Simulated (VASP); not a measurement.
## Pt: elastic constants with PBEsol

Crystal: Pt.

```xyz
1
Lattice="-1.5608 1.5608 1.5608 1.5608 -1.5608 1.5608 1.5608 1.5608 -1.5608" Properties=species:S:1:pos:R:3 pbc="T T T"
Pt    0.0000    0.0000    0.0000
```

```json
{"Program": "VASP 6.6.1", "Task": "elastic constants", "Functional": "PBEsol", "Potentials or basis": "VASP PAW PBE potentials, release 64 (Pt)", "Cutoff": "600 eV", "k mesh": "19 × 19 × 19", "Occupations": "methfessel-paxton, width 0.1 eV", "Spin": "no spin polarisation", "Dipole correction": "no", "Ions in elastic constants": "relaxed", "Further INCAR settings": "ALGO = Normal; EDIFF = 1e-08; IBRION = 6; POTIM = 0.015; NSW = 1; ISIF = 3"}
```

| Item | Value |
| --- | --- |
| Elastic constants C11, C12, C44 | 180, 324, 152 GPa |
| Voigt bulk modulus | 276 GPa |

Elastic tensor in Voigt notation (GPa, in the Cartesian axes of the cell as first typed):
```
180 324 324   0   0   0
324 180 324   0   0   0
324 324 180   0   0   0
  0   0   0 152   0   0
  0   0   0   0 152   0
  0   0   0   0   0 152
```

Clamped-ion elastic tensor (GPa):
```
180 324 324   0   0   0
324 180 324   0   0   0
324 324 180   0   0   0
  0   0   0 152   0   0
  0   0   0   0 152   0
  0   0   0   0   0 152
```

It took 8.2 min on 1 thread of Intel(R) Xeon(R) 6975P-C (Granite Rapids), on a shared host, peak memory 0.68 GiB.

Caveat: the elastic tensor has a negative eigenvalue, so either the cell is unstable as it stands or the mesh is too thin; the PAW data sets were made with another functional, which shifts forces and pressure a little.
